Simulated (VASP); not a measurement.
# CuAu in VASP: notebook

The runs below take CuAu through relaxation of the atoms, single point, with PBE, PBEsol-based global hybrid with 25 % exact exchange.

All numbers are computed with VASP 6.6.1; they aren't measurements. Logs are shortened: lines on timing, memory, paths and dates and some standing lists are left out, and cuts for length are marked.

## (1) The cell of the first run

It takes space group Pmmm (No. 47, orthorhombic). Conventional cell: a = 2.811 Å, b = 2.923 Å, c = 3.685 Å, α = 90.00°, β = 90.00°, γ = 90.00°. Within 3.7 Å of Au (site symmetry mmm) lie 8 Cu at 2.74 Å and 6 Au at 2.81 to 3.69 Å. Within 3.7 Å of Cu (site symmetry mmm) lie 8 Au at 2.74 Å and 6 Cu at 2.81 to 3.69 Å.

## (2) Relaxation of the atoms, PBE

INCAR

```
SYSTEM = CuAu
ALGO = Normal
EDIFF = 1E-6
EDIFFG = -0.01
ENCUT = 520
GGA = PE
IBRION = 2
ISIF = 2
ISMEAR = -1
LASPH = .TRUE.
LCHARG = .FALSE.
LREAL = .FALSE.
LWAVE = .FALSE.
NELM = 100
NSW = 60
PREC = Accurate
SIGMA = 0.05
```

KPOINTS

```
k-points
0
G
  9 9 7
  0 0 0
```

POSCAR

```
CuAu
1.0
    2.9231794334      0.0000000000      0.0000000000
    0.0000000000      2.8107494552      0.0000000000
    0.0000000000      0.0000000000      3.6850000000
Au Cu
1 1
Direct
    0.0000000000      0.0000000000      0.0000000000
    0.5000000000      0.5000000000      0.5000000000
```

Potentials or basis: VASP PAW PBE potentials, release 64 (Au, Cu).

Command:

```
$ cat potpaw_PBE.64/Au/POTCAR potpaw_PBE.64/Cu/POTCAR > POTCAR
$ mpirun -np 1 vasp_std > vasp.out
```

OUTCAR:

```text
SYSTEM = CuAu
   EDIFF = 1E-6
   EDIFFG = -0.01
   ENCUT = 520
   GGA = PE
   IBRION = 2
   ISIF = 2
   ISMEAR = -1
   LASPH = .TRUE.
   LREAL = .FALSE.
   NELM = 100
   NSW = 60
   PREC = Accurate

 ion  position               nearest neighbor table
   1  0.000  0.000  0.000-   2 2.74   2 2.74   2 2.74   2 2.74   2 2.74   2 2.74   2 2.74   2 2.74

   2  0.500  0.500  0.500-   1 2.74   1 2.74   1 2.74   1 2.74   1 2.74   1 2.74   1 2.74   1 2.74

  LATTYP: Found a simple orthorhombic cell.
 ALAT       =     2.8107494552
 B/A-ratio  =     1.0400000000
 C/A-ratio  =     1.3110382333

  Lattice vectors:

 A1 = (   0.0000000000,  -2.8107494552,   0.0000000000)
 A2 = (   2.9231794334,   0.0000000000,   0.0000000000)
 A3 = (   0.0000000000,   0.0000000000,   3.6850000000)

Analysis of symmetry for initial positions (statically):
=====================================================================
 Subroutine PRICEL returns:
 Original cell was already a primitive cell.

 Routine SETGRP: Setting up the symmetry group for a
 simple orthorhombic supercell.

 Subroutine GETGRP returns: Found  8 space group operations
 (whereof  8 operations were pure point group operations)
 out of a pool of  8 trial point group operations.

The static configuration has the point symmetry D_2h.

Analysis of symmetry for dynamics (positions and initial velocities):
=====================================================================
 Subroutine PRICEL returns:
 Original cell was already a primitive cell.

 Routine SETGRP: Setting up the symmetry group for a
 simple orthorhombic supercell.

 Subroutine GETGRP returns: Found  8 space group operations
 (whereof  8 operations were pure point group operations)
 out of a pool of  8 trial point group operations.

The dynamic configuration has the point symmetry D_2h.

 Subroutine INISYM returns: Found  8 space group operations
 (whereof  8 operations are pure point group operations),
 and found     1 'primitive' translations

----------------------------------------------------------------------------------------

                                     Primitive cell

  volume of cell :      30.2772

  direct lattice vectors                    reciprocal lattice vectors
     2.923179433  0.000000000  0.000000000     0.342093266  0.000000000  0.000000000
     0.000000000  2.810749455  0.000000000     0.000000000  0.355776997  0.000000000
     0.000000000  0.000000000  3.685000000     0.000000000  0.000000000  0.271370421

  length of vectors
     2.923179433  2.810749455  3.685000000     0.342093266  0.355776997  0.271370421

  position of ions in fractional coordinates (direct lattice)
     0.000000000  0.000000000  0.000000000
     0.500000000  0.500000000  0.500000000

  ion indices of the primitive-cell ions
   primitive index   ion index
                 1           1
                 2           2

----------------------------------------------------------------------------------------

 KPOINTS: k-points

Automatic generation of k-mesh.
 Grid dimensions read from file:
 generate k-points for:    9    9    7

 Generating k-lattice:

  Cartesian coordinates                     Fractional coordinates (reciprocal lattice)
     0.038010363  0.000000000  0.000000000     0.111111111  0.000000000  0.000000000
     0.000000000  0.039530777  0.000000000     0.000000000  0.111111111  0.000000000
     0.000000000  0.000000000  0.038767203     0.000000000  0.000000000  0.142857143

  Length of vectors
     0.038010363  0.039530777  0.038767203

  Shift w.r.t. Gamma in fractional coordinates (k-lattice)
     0.000000000  0.000000000  0.000000000

 Subroutine IBZKPT returns following result:
 ===========================================

 Found    100 irreducible k-points:

 Following reciprocal coordinates:
            Coordinates               Weight
  0.000000  0.000000  0.000000      1.000000
  0.111111  0.000000  0.000000      2.000000
  0.222222  0.000000  0.000000      2.000000
  0.333333  0.000000  0.000000      2.000000
  0.444444  0.000000  0.000000      2.000000
  0.000000  0.111111  0.000000      2.000000
[... 16 lines left out ...]
  0.222222  0.444444  0.000000      4.000000
  0.333333  0.444444  0.000000      4.000000
 [... further k-points ...]
   k-points           NKPTS =    100   k-points in BZ     NKDIM =    100   number of bands    NBANDS=     15
   number of dos      NEDOS =    301   number of ions     NIONS =      2
   total plane-waves  NPLWV =  16128
   dimension x,y,z NGX =    24 NGY =   24 NGZ =   28
   dimension x,y,z NGXF=    48 NGYF=   48 NGZF=   56
   ions per type =               1   1
   NGX,Y,Z   is equivalent  to a cutoff of  13.65, 14.20, 12.63 a.u.
   NGXF,Y,Z  is equivalent  to a cutoff of  27.30, 28.39, 25.26 a.u.
 SYSTEM =  CuAu
   PREC   = accura    normal or accurate (medium, high low for compatibility)
   ISTART =      0    job   : 0-new  1-cont  2-samecut
   ICHARG =      2    charge: 1-file 2-atom 10-const
   ISPIN  =      1    spin polarized calculation?
   LNONCOLLINEAR =      F non collinear calculations
   LSORBIT =      F    spin-orbit coupling
   LASPH  =      T    aspherical Exc in radial PAW
   ENCUT  =  520.0 eV  38.22 Ry    6.18 a.u.   5.44  5.23  6.85*2*pi/ulx,y,z
   NELM   =    100;   NELMIN=  2; NELMDL= -5     # of ELM steps
   EDIFF  = 0.1E-05   stopping-criterion for ELM
   LREAL  =      F    real-space projection
   EDIFFG = -.1E-01   stopping-criterion for IOM
   NSW    =     60    number of steps for IOM
   IBRION =      2    ionic relax: 0-MD 1-quasi-New 2-CG
   NFREE  =      1    steps in history (QN), initial steepest desc. (CG)
   ISIF   =      2    stress and relaxation
   ISYM   =      2    0-nonsym 1-usesym 2-fastsym
   POTIM  = 0.5000    time-step for ionic-motion
   TEBEG  =    0.0;   TEEND  =   0.0 temperature during run
   PSTRESS=    0.0 pullay stress
   NELECT =      22.0000    total number of electrons
   NUPDOWN=      -1.0000    fix difference up-down
   EMIN   =  10.00;   EMAX   =-10.00  energy-range for DOS
   EFERMI =   0.00;   METHOD = LEGACY
   ISMEAR =    -1;   SIGMA  =   0.05  broadening in eV -4-tet -1-fermi 0-gaus
   EFERMI_NEDOS =   21; number of points for ismear=-14 and -15
   IALGO  =     38    algorithm
   IMIX   =      4    mixing-type and parameters
     AMIX     =   0.40;   BMIX     =  1.00
     AMIX_MAG =   1.60;   BMIX_MAG =  1.00
  volume/ion in A,a.u.               =      15.14       102.16
  Fermi-wavevector in a.u.,A,eV,Ry     =   1.471784  2.781268 29.472227  2.166148
  Thomas-Fermi vector in A             =   2.586878
   LORBIT       =      0    0 simple, 1 ext, 2 COOP (PROOUT), +10 PAW based schemes
   GGA     = PE    functional components
   LHFCALC =     F    Hartree Fock is set to
   AEXX    =    0.0000 exact exchange contribution
   IVDW    =     0    specifies the selected vdW correction
   LEPSILON=     F    determine dielectric tensor
   LRPA    =     F    only Hartree local field effects (RPA)
 conjugate gradient relaxation of ions
 non-spin polarized calculation
  energy-cutoff  :      520.00
  volume of cell :       30.28
 maximum number of plane-waves:       829
 NGX is ok and might be reduce to    24
   NGX = 11   NGY = 11   NGZ = 13

 number of electron      22.0000014 magnetization

 Free energy of the ion-electron system (eV)
  ---------------------------------------------------
  ext. energy  EPLUGINS =         0.00000000
  ---------------------------------------------------
  free energy    TOTEN  =        -7.06953740 eV

  energy without entropy =       -7.06467309  energy(sigma->0) =       -7.06710525

 E-fermi :   8.1393     XC(G=0): -12.4342

 val. band max:        8.1258548103   @ k =   0.4444   0.0000   0.1429
 cond. band min:       8.1606542643   @ k =   0.3333   0.1111   0.4286
 fundamental gap:      0.0347994541
 Fermi energy:         8.1392809170

 k-point     1 :       0.0000    0.0000    0.0000
  band No.  band energies     occupation
      1      -1.2399      2.00000
      2       1.8584      2.00000
      3       2.0671      2.00000
      4       4.0894      2.00000
      5       4.3662      2.00000
      6       5.1782      2.00000
      7       5.4766      2.00000
      8       6.1257      2.00000
      9       6.5068      2.00000
     10       6.6960      2.00000
     11       6.7227      2.00000
     12      10.5875      0.00000
     13      16.1732      0.00000
     14      17.0778      0.00000
     15      18.5250      0.00000

 k-point     2 :       0.1111    0.0000    0.0000
  band No.  band energies     occupation
      1      -0.9831      2.00000
      2       1.9411      2.00000
      3       2.2379      2.00000
      4       3.9627      2.00000
      5       4.4228      2.00000
      6       5.0906      2.00000
      7       5.4943      2.00000
      8       6.1234      2.00000
      9       6.3988      2.00000
     10       6.4130      2.00000
     11       6.6429      2.00000
     12      11.2647      0.00000
     13      15.0259      0.00000
     14      16.7338      0.00000
     15      18.9578      0.00000

 k-point     3 :       0.2222    0.0000    0.0000
  band No.  band energies     occupation
      1      -0.2674      2.00000
      2       2.1533      2.00000
      3       2.7207      2.00000
      4       3.6301      2.00000
      5       4.5807      2.00000
      6       4.8605      2.00000
      7       5.4905      2.00000
      8       5.8731      2.00000
      9       6.1696      2.00000
     10       6.2098      2.00000
     11       6.4934      2.00000
     12      12.4610      0.00000
     13      12.8219      0.00000
     14      16.7231      0.00000
     15      20.1582      0.00000

 k-point     4 :       0.3333    0.0000    0.0000
  band No.  band energies     occupation
      1       0.7059      2.00000
      2       2.4629      2.00000
      3       3.2491      2.00000
      4       3.3320      2.00000
      5       4.5915      2.00000
      6       4.7995      2.00000
      7       5.3934      2.00000
      8       5.5073      2.00000
      9       6.0238      2.00000
     10       6.2839      2.00000
     11       6.3645      2.00000
     12       9.9697      0.00000
     13      14.7761      0.00000
     14      16.9317      0.00000
     15      21.1787      0.00000
[... 307 lines left out ...]
 k-point    22 :       0.1111    0.4444    0.0000
  band No.  band energies     occupation
      1       2.0542      2.00000
      2       2.8725      2.00000
      3       3.1273      2.00000
      4       3.2178      2.00000
      5       4.2814      2.00000
      6       4.6620      2.00000
      7       5.6260      2.00000
      8       5.7468      2.00000
      9       5.8643      2.00000
     10       6.1675      2.00000
     11       7.0918      2.00000
     12       8.8196      0.00000
     13      17.4560      0.00000
     14      17.6469      0.00000
     15      19.2807      0.00000

 k-point    23 :       0.2222    0.4444    0.0000
  band No.  band energies     occupation
      1       2.2462      2.00000
      2       2.7488      2.00000
      3       2.7769      2.00000
      4       3.5868      2.00000
      5       3.6085      2.00000
      6       5.3059      2.00000
      7       5.9978      2.00000
      8       6.0981      2.00000
      9       6.1765      2.00000
     10       6.4579      2.00000
     11       7.1350      2.00000
     12       9.1692      0.00000
     13      16.7194      0.00000
     14      18.0342      0.00000
     15      18.4416      0.00000

 k-point    24 :       0.3333    0.4444    0.0000
  band No.  band energies     occupation
      1       1.7766      2.00000
      2       2.6775      2.00000
      3       2.7716      2.00000
      4       3.0426      2.00000
      5       4.8493      2.00000
      6       6.0007      2.00000
      7       6.2314      2.00000
      8       6.4028      2.00000
      9       6.5030      2.00000
     10       6.7134      2.00000
     11       7.2834      2.00000
     12       9.5659      0.00000
     13      14.5537      0.00000
     14      16.9194      0.00000
     15      18.3775      0.00000

 [... further k-points ...]

------------------------ aborting loop because EDIFF is reached ----------------------------------------

  FORCE on cell =-STRESS in cart. coord.  units (eV):
  Direction    XX          YY          ZZ          XY          YZ          ZX
  --------------------------------------------------------------------------------------
  -------------------------------------------------------------------------------------
  Total       -0.5165748      0.1141669     -0.2906078     -0.0000000      0.0000000      0.0000000
  in kB      -27.3356031      6.0413753    -15.3781026     -0.0000000      0.0000000      0.0000000
  external PRESSURE =     -12.2241101 kB  Pullay stress =       0.0000000 kB

 VOLUME and BASIS-vectors are now :
 -----------------------------------------------------------------------------
  energy-cutoff  :      520.00
  volume of cell :       30.28
      direct lattice vectors                 reciprocal lattice vectors
     2.923179433  0.000000000  0.000000000     0.342093266  0.000000000  0.000000000
     0.000000000  2.810749455  0.000000000     0.000000000  0.355776997  0.000000000
     0.000000000  0.000000000  3.685000000     0.000000000  0.000000000  0.271370421

 POSITION                                       TOTAL-FORCE (eV/Angst)
 -----------------------------------------------------------------------------------
      0.00000      0.00000      0.00000         0.000000      0.000000      0.000000
      1.46159      1.40537      1.84250         0.000000      0.000000      0.000000
 -----------------------------------------------------------------------------------
    total drift:                                0.000000      0.000000     -0.000000

  FREE ENERGIE OF THE ION-ELECTRON SYSTEM (eV)
  ---------------------------------------------------
  free  energy   TOTEN  =        -7.0695374012 eV

  energy  without entropy=       -7.0646730944  energy(sigma->0) =       -7.06710525

 reached required accuracy - stopping structural energy minimisation
```

Run time: 49 s. Hardware: 1 thread of AMD EPYC 7R43 (Zen 3), shared host; peak memory 0.14 GiB.

Results:

* Free energy: -7.0695 eV
* Pressure after relaxing: -1.2 GPa
* Band gap on the k mesh: zero (bands 11 and 12 overlap by 5.23 eV)

Final structure:
```
CELL_PARAMETERS angstrom
2.92318 0.00000 0.00000
0.00000 2.81075 0.00000
0.00000 0.00000 3.68500
ATOMIC_POSITIONS crystal
Au 0.00000 0.00000 0.00000
Cu 0.50000 0.50000 0.50000
```

Levels at points of the mesh, in eV from the Fermi level:
```
           k point  band 8  band 9  band 10  band 11  band 12  band 13  band 14  band 15
(0.00, 0.00, 0.00)   -2.01   -1.63    -1.44    -1.42     2.45     8.03     8.94    10.39
```

Caveat: the relaxation stopped at its first step, so nothing moved; spin-orbit coupling is left out, which moves the levels of the heavy elements.

[end of part 1 of 2]
